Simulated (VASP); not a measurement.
Write the native input for VASP 6.6.1 that does the following.

* Task: single point
* Functional: PBEsol
* Potentials or basis: VASP PAW PBE potentials, release 64 (Pd, Ca_sv)
* Cutoff: 500 eV
* k mesh: 9 × 9 × 9
* Occupations: fermi-dirac, width 0.05 eV
* Spin: no spin polarisation
* Dipole correction: no
* Further INCAR settings: ALGO = Normal; EDIFF = 1e-06; NBANDS = 22

The structure of Ca2Pd (fluorite type) lies in POSCAR:

```
Ca2Pd
1.0
    0.0000000000      3.4778149140      3.4778149140
    3.4778149140      0.0000000000      3.4778149140
    3.4778149140      3.4778149140      0.0000000000
Pd Ca
1 2
Direct
    0.0000000000      0.0000000000      0.0000000000
    0.2500000000      0.2500000000      0.2500000000
    0.7500000000      0.7500000000      0.7500000000
```

The input as run:

INCAR

```
SYSTEM = Ca2Pd
PREC = Accurate ; ENCUT = 500
EDIFF = 1E-6 ; ISMEAR = -1
SIGMA = 0.05 ; LREAL = .FALSE.
LASPH = .TRUE. ; NELM = 120
ALGO = Normal ; ISIF = 2
LWAVE = .FALSE. ; LCHARG = .TRUE.
GGA = PS ; LELF = .TRUE.
LVHAR = .TRUE. ; NBANDS = 22
GGA_COMPAT = .FALSE.
```

KPOINTS

```
regular mesh
0
G
  9 9 9
  0 0 0
```

Potentials or basis: VASP PAW PBE potentials, release 64 (Pd, Ca_sv).

Command:

```bash
$ cat potpaw_PBE.64/Pd/POTCAR potpaw_PBE.64/Ca_sv/POTCAR > POTCAR
$ mpirun -np 1 vasp_std > vasp.out
```

It gave:

| Property | Result |
| --- | --- |
| Pressure | 0.1 GPa |
| Band gap on the k mesh | zero (band 15 reaches 4.21 eV, above the bottom of band 16 at 3.37 eV) |

Caveat: the PAW data sets were made with another functional, which shifts forces and pressure a little.

Wall time 44 s on 1 thread of Intel(R) Xeon(R) Platinum 8259CL CPU @ 2.50GHz (Skylake/Cascade Lake), on a shared host, peak memory 0.24 GiB.
